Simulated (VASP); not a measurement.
# BaTiO3 (Pm-3m) in VASP: a series of runs

BaTiO3 is run at these levels: PBEsol; tasks: single point.

All numbers are computed with VASP 6.6.1; they aren't measurements. Logs are shortened: lines on timing, memory, paths and dates and some standing lists are left out, and cuts for length are marked.

## Step 1: The cell of the first run

It takes space group Pm-3m (No. 221, cubic). Conventional cell: a = 4.033 Å, b = 4.033 Å, c = 4.033 Å, α = 90.00°, β = 90.00°, γ = 90.00°. Within 3.8 Å of Ba (site symmetry m-3m) lie 12 O at 2.85 Å and 8 Ti at 3.49 Å. Within 2.7 Å of Ti (site symmetry m-3m) lie 6 O at 2.02 Å. Within 2.7 Å of O (site symmetry 4/mmm) lie 2 Ti at 2.02 Å.

## Step 2: Single point, PBEsol

INCAR

```
  PREC = Accurate
  ENCUT = 520
  EDIFF = 1E-6
  ISMEAR = -1
  SIGMA = 0.05
  LREAL = False
  LASPH = True
  NELM = 60
  ALGO = Normal
  ISIF = 2
  LWAVE = False
  LCHARG = True
  GGA = PS
  LELF = True
  LVHAR = True
  NBANDS = 28
```

KPOINTS

```
Automatic mesh
0
Gamma
  7 7 7
```

POSCAR

```
BaTiO3
1.0
    4.0325305745      0.0000000000      0.0000000000
    0.0000000000      4.0325305745      0.0000000000
    0.0000000000      0.0000000000      4.0325305745
Ba Ti O
1 1 3
Direct
    0.5000000000      0.5000000000      0.5000000000
    0.0000000000      0.0000000000      0.0000000000
    0.0000000000      0.0000000000      0.5000000000
    0.0000000000      0.5000000000      0.0000000000
    0.5000000000      0.0000000000      0.0000000000
```

Potentials or basis: VASP PAW PBE potentials, release 64 (Ba_sv, Ti_sv, O).

Launch:

```
$ cat potpaw_PBE.64/Ba_sv/POTCAR potpaw_PBE.64/Ti_sv/POTCAR potpaw_PBE.64/O/POTCAR > POTCAR
$ mpirun -np 1 vasp_std > vasp.out
```

OUTCAR:

```text
PREC = Accurate
   ENCUT = 520
   EDIFF = 1E-6
   ISMEAR = -1
   LREAL = False
   LASPH = True
   NELM = 60
   ISIF = 2
   GGA = PS

 ion  position               nearest neighbor table
   1  0.500  0.500  0.500-   3 2.85   4 2.85   5 2.85   4 2.85   5 2.85   3 2.85   5 2.85   5 2.85
                             3 2.85   4 2.85   4 2.85   3 2.85   2 3.49   2 3.49   2 3.49   2 3.49
   2  0.000  0.000  0.000-   3 2.02   4 2.02   5 2.02   3 2.02   4 2.02   5 2.02   1 3.49   1 3.49
                             1 3.49   1 3.49   1 3.49   1 3.49   1 3.49   1 3.49
   3  0.000  0.000  0.500-   2 2.02   2 2.02   1 2.85   1 2.85   1 2.85   1 2.85
   4  0.000  0.500  0.000-   2 2.02   2 2.02   1 2.85   1 2.85   1 2.85   1 2.85
   5  0.500  0.000  0.000-   2 2.02   2 2.02   1 2.85   1 2.85   1 2.85   1 2.85

  LATTYP: Found a simple cubic cell.
 ALAT       =     4.0325305745

  Lattice vectors:

 A1 = (   4.0325305745,   0.0000000000,   0.0000000000)
 A2 = (   0.0000000000,   4.0325305745,   0.0000000000)
 A3 = (   0.0000000000,   0.0000000000,   4.0325305745)

Analysis of symmetry for initial positions (statically):
=====================================================================
 Subroutine PRICEL returns:
 Original cell was already a primitive cell.

 Routine SETGRP: Setting up the symmetry group for a
 simple cubic supercell.

 Subroutine GETGRP returns: Found 48 space group operations
 (whereof 48 operations were pure point group operations)
 out of a pool of 48 trial point group operations.

The static configuration has the point symmetry O_h .

Analysis of symmetry for dynamics (positions and initial velocities):
=====================================================================
 Subroutine PRICEL returns:
 Original cell was already a primitive cell.

 Routine SETGRP: Setting up the symmetry group for a
 simple cubic supercell.

 Subroutine GETGRP returns: Found 48 space group operations
 (whereof 48 operations were pure point group operations)
 out of a pool of 48 trial point group operations.

The dynamic configuration has the point symmetry O_h .

 Subroutine INISYM returns: Found 48 space group operations
 (whereof 48 operations are pure point group operations),
 and found     1 'primitive' translations

----------------------------------------------------------------------------------------

                                     Primitive cell

  volume of cell :      65.5742

  direct lattice vectors                    reciprocal lattice vectors
     4.032530574  0.000000000  0.000000000     0.247983241  0.000000000  0.000000000
     0.000000000  4.032530574  0.000000000     0.000000000  0.247983241  0.000000000
     0.000000000  0.000000000  4.032530574     0.000000000  0.000000000  0.247983241

  length of vectors
     4.032530574  4.032530574  4.032530574     0.247983241  0.247983241  0.247983241

  position of ions in fractional coordinates (direct lattice)
     0.500000000  0.500000000  0.500000000
     0.000000000  0.000000000  0.000000000
     0.000000000  0.000000000  0.500000000
     0.000000000  0.500000000  0.000000000
     0.500000000  0.000000000  0.000000000

  ion indices of the primitive-cell ions
   primitive index   ion index
                 1           1
                 2           2
                 3           3
                 4           4
                 5           5

----------------------------------------------------------------------------------------

 KPOINTS: Automatic mesh

Automatic generation of k-mesh.
 Grid dimensions read from file:
 generate k-points for:    7    7    7

 Generating k-lattice:

  Cartesian coordinates                     Fractional coordinates (reciprocal lattice)
     0.035426177  0.000000000  0.000000000     0.142857143  0.000000000  0.000000000
     0.000000000  0.035426177  0.000000000     0.000000000  0.142857143  0.000000000
     0.000000000  0.000000000  0.035426177     0.000000000  0.000000000  0.142857143

  Length of vectors
     0.035426177  0.035426177  0.035426177

  Shift w.r.t. Gamma in fractional coordinates (k-lattice)
     0.000000000  0.000000000  0.000000000

 Subroutine IBZKPT returns following result:
 ===========================================

 Found     20 irreducible k-points:

 Following reciprocal coordinates:
            Coordinates               Weight
  0.000000  0.000000  0.000000      1.000000
  0.142857  0.000000  0.000000      6.000000
  0.285714  0.000000  0.000000      6.000000
  0.428571  0.000000  0.000000      6.000000
  0.142857  0.142857  0.000000     12.000000
  0.285714  0.142857  0.000000     24.000000
[... 12 lines left out ...]
  0.428571  0.428571  0.285714     24.000000
  0.428571  0.428571  0.428571      8.000000
   k-points           NKPTS =     20   k-points in BZ     NKDIM =     20   number of bands    NBANDS=     28
   number of dos      NEDOS =    301   number of ions     NIONS =      5
   total plane-waves  NPLWV =  27000
   dimension x,y,z NGX =    30 NGY =   30 NGZ =   30
   dimension x,y,z NGXF=    60 NGYF=   60 NGZF=   60
   ions per type =               1   1   3
   NGX,Y,Z   is equivalent  to a cutoff of  12.37, 12.37, 12.37 a.u.
   NGXF,Y,Z  is equivalent  to a cutoff of  24.74, 24.74, 24.74 a.u.
 SYSTEM =  unknown system
   PREC   = accura    normal or accurate (medium, high low for compatibility)
   ISTART =      0    job   : 0-new  1-cont  2-samecut
   ICHARG =      2    charge: 1-file 2-atom 10-const
   ISPIN  =      1    spin polarized calculation?
   LNONCOLLINEAR =      F non collinear calculations
   LSORBIT =      F    spin-orbit coupling
   LASPH  =      T    aspherical Exc in radial PAW
   ENCUT  =  520.0 eV  38.22 Ry    6.18 a.u.   7.50  7.50  7.50*2*pi/ulx,y,z
   NELM   =     60;   NELMIN=  2; NELMDL= -5     # of ELM steps
   EDIFF  = 0.1E-05   stopping-criterion for ELM
   LREAL  =      F    real-space projection
   EDIFFG = 0.1E-04   stopping-criterion for IOM
   NSW    =      0    number of steps for IOM
   IBRION =     -1    ionic relax: 0-MD 1-quasi-New 2-CG
   NFREE  =      0    steps in history (QN), initial steepest desc. (CG)
   ISIF   =      2    stress and relaxation
   ISYM   =      2    0-nonsym 1-usesym 2-fastsym
   POTIM  = 0.5000    time-step for ionic-motion
   TEBEG  =    0.0;   TEEND  =   0.0 temperature during run
   PSTRESS=    0.0 pullay stress
   NELECT =      40.0000    total number of electrons
   NUPDOWN=      -1.0000    fix difference up-down
   EMIN   =  10.00;   EMAX   =-10.00  energy-range for DOS
   EFERMI =   0.00;   METHOD = LEGACY
   ISMEAR =    -1;   SIGMA  =   0.05  broadening in eV -4-tet -1-fermi 0-gaus
   EFERMI_NEDOS =   21; number of points for ismear=-14 and -15
   IALGO  =     38    algorithm
   IMIX   =      4    mixing-type and parameters
     AMIX     =   0.40;   BMIX     =  1.00
     AMIX_MAG =   1.60;   BMIX_MAG =  1.00
  volume/ion in A,a.u.               =      13.11        88.50
  Fermi-wavevector in a.u.,A,eV,Ry     =   1.388408  2.623711 26.227641  1.927677
  Thomas-Fermi vector in A             =   2.512537
   LORBIT       =      0    0 simple, 1 ext, 2 COOP (PROOUT), +10 PAW based schemes
   GGA     = PS    functional components
   LHFCALC =     F    Hartree Fock is set to
   AEXX    =    0.0000 exact exchange contribution
   IVDW    =     0    specifies the selected vdW correction
   LEPSILON=     F    determine dielectric tensor
   LRPA    =     F    only Hartree local field effects (RPA)
 non-spin polarized calculation
  energy-cutoff  :      520.00
  volume of cell :       65.57
 maximum number of plane-waves:      1791
 NGX is ok and might be reduce to    30
   NGX = 15   NGY = 15   NGZ = 15

 number of electron      39.9999976 magnetization

 Free energy of the ion-electron system (eV)
  ---------------------------------------------------
  ext. energy  EPLUGINS =         0.00000000
  ---------------------------------------------------
  free energy    TOTEN  =       -41.93968645 eV

  energy without entropy =      -41.93968644  energy(sigma->0) =      -41.93968645

 E-fermi :   4.3489     XC(G=0): -11.3998

 val. band max:        3.4593876756   @ k =   0.4286   0.4286   0.4286
 cond. band min:       5.1755152602   @ k =   0.0000   0.0000   0.0000
 fundamental gap:      1.7161275845
 Fermi energy:         4.3488834557

 k-point     1 :       0.0000    0.0000    0.0000
  band No.  band energies     occupation
      1     -52.9454      2.00000
      2     -29.2564      2.00000
      3     -29.2564      2.00000
      4     -29.2564      2.00000
      5     -21.2912      2.00000
      6     -13.2447      2.00000
[... 20 lines left out ...]
     27       8.4106      0.00000
     28      10.4623      0.00000

 k-point     2 :       0.1429    0.0000    0.0000
  band No.  band energies     occupation
      1     -52.9452      2.00000
      2     -29.2654      2.00000
      3     -29.2560      2.00000
      4     -29.2560      2.00000
      5     -21.2711      2.00000
      6     -13.2527      2.00000
[... 20 lines left out ...]
     27       8.8028      0.00000
     28      10.9515      0.00000

 k-point     3 :       0.2857    0.0000    0.0000
  band No.  band energies     occupation
      1     -52.9448      2.00000
      2     -29.2857      2.00000
      3     -29.2553      2.00000
      4     -29.2553      2.00000
      5     -21.2254      2.00000
      6     -13.3299      2.00000
[... 20 lines left out ...]
     27       9.7864      0.00000
     28      11.6958      0.00000

 k-point     4 :       0.4286    0.0000    0.0000
  band No.  band energies     occupation
      1     -52.9445      2.00000
      2     -29.3018      2.00000
      3     -29.2546      2.00000
      4     -29.2546      2.00000
      5     -21.1880      2.00000
      6     -13.4271      2.00000
[... 454 lines left out ...]
     27      11.2786      0.00000
     28      11.4204      0.00000

 k-point    19 :       0.4286    0.4286    0.2857
  band No.  band energies     occupation
      1     -52.9431      2.00000
      2     -29.2977      2.00000
      3     -29.2976      2.00000
      4     -29.2813      2.00000
      5     -21.0804      2.00000
      6     -12.6269      2.00000
[... 20 lines left out ...]
     27      11.1035      0.00000
     28      11.1970      0.00000

 k-point    20 :       0.4286    0.4286    0.4286
  band No.  band energies     occupation
      1     -52.9428      2.00000
      2     -29.2969      2.00000
      3     -29.2968      2.00000
      4     -29.2968      2.00000
      5     -21.0589      2.00000
      6     -12.4355      2.00000
[... 20 lines left out ...]
     27      10.8905      0.00000
     28      10.8905      0.00000

------------------------ aborting loop because EDIFF is reached ----------------------------------------

  FORCE on cell =-STRESS in cart. coord.  units (eV):
  Direction    XX          YY          ZZ          XY          YZ          ZX
  --------------------------------------------------------------------------------------
  -------------------------------------------------------------------------------------
  Total       -2.4337167     -2.4337167     -2.4337167      0.0000000      0.0000000      0.0000000
  in kB      -59.4631082    -59.4631082    -59.4631082      0.0000000      0.0000000      0.0000000
  external PRESSURE =     -59.4631082 kB  Pullay stress =       0.0000000 kB

 VOLUME and BASIS-vectors are now :
 -----------------------------------------------------------------------------
  energy-cutoff  :      520.00
  volume of cell :       65.57
      direct lattice vectors                 reciprocal lattice vectors
     4.032530574  0.000000000  0.000000000     0.247983241  0.000000000  0.000000000
     0.000000000  4.032530574  0.000000000     0.000000000  0.247983241  0.000000000
     0.000000000  0.000000000  4.032530574     0.000000000  0.000000000  0.247983241

 POSITION                                       TOTAL-FORCE (eV/Angst)
 -----------------------------------------------------------------------------------
      2.01627      2.01627      2.01627         0.000000      0.000000      0.000000
      0.00000      0.00000      0.00000         0.000000      0.000000      0.000000
      0.00000      0.00000      2.01627         0.000000      0.000000      0.000000
      0.00000      2.01627      0.00000         0.000000      0.000000      0.000000
      2.01627      0.00000      0.00000         0.000000      0.000000      0.000000
 -----------------------------------------------------------------------------------
    total drift:                                0.000000     -0.000000      0.000000

  FREE ENERGIE OF THE ION-ELECTRON SYSTEM (eV)
  ---------------------------------------------------
  free  energy   TOTEN  =       -41.9396864483 eV

  energy  without entropy=      -41.9396864426  energy(sigma->0) =      -41.93968645
```

It took 18 s on 1 thread of Intel Xeon 6975P-C (Granite Rapids), shared host; peak memory 0.19 GiB.

Results:

```yaml
Free_energy: -41.9397 eV
Pressure: -5.9 GPa
Band_gap_on_the_k_mesh: 1.72 eV, indirect (least direct gap 1.82 eV)
```

Caveat: the PAW data sets were made with another functional, which shifts forces and pressure a little; spin-orbit coupling is left out, which moves the levels of the heavy elements.

## Step 3: Single point, PBEsol

This run uses another cell than the first one, of 13.37 Å³/atom, 1.020 times its volume.

INCAR

```
SYSTEM = BaTiO3
PREC = Accurate
ENCUT = 520
EDIFF = 1E-6
ISMEAR = -1
SIGMA = 0.05
LREAL = .False.
LASPH = .True.
NELM = 60
ALGO = Normal
ISIF = 2
LWAVE = .False.
LCHARG = .False.
GGA = PS
NBANDS = 28
```

KPOINTS

```
regular mesh
0
Gamma
  7 7 7
  0 0 0
```

Edit POSCAR of step 2 so:

```diff
@@ -2,5 +2,5 @@
 1.0
-    4.0325305745      0.0000000000      0.0000000000
-    0.0000000000      4.0325305745      0.0000000000
-    0.0000000000      0.0000000000      4.0325305745
+    4.0587165717      0.0000000000      0.0000000000
+    0.0000000000      4.0587165717      0.0000000000
+    0.0000000000      0.0000000000      4.0587165717
 Ba Ti O
```

Potentials or basis: VASP PAW PBE potentials, release 64 (Ba_sv, Ti_sv, O).

Launch:

```
$ cat potpaw_PBE.64/Ba_sv/POTCAR potpaw_PBE.64/Ti_sv/POTCAR potpaw_PBE.64/O/POTCAR > POTCAR
$ mpirun -np 1 vasp_std > vasp.out
```

Run time: 17 s. Hardware: 1 thread of Intel Xeon 6975P-C (Granite Rapids), shared host; peak memory 0.19 GiB.

It converged, with:

```yaml
Free_energy: -41.8819 eV
Pressure: -8.8 GPa
Band_gap_on_the_k_mesh: 1.68 eV, indirect (least direct gap 1.80 eV)
```

Levels at points of the mesh, in eV from the valence-band top:
```csv
k point,band 16,band 17,band 18,band 19,band 20,band 21,band 22,band 23,band 24,band 25
"(0.00, 0.00, 0.00)",-0.99,-0.99,-0.12,-0.12,-0.12,1.68,1.68,1.68,3.71,3.71
```

Caveat: the PAW data sets were made with another functional, which shifts forces and pressure a little; spin-orbit coupling is left out, which moves the levels of the heavy elements.

[end of part 1 of 2]
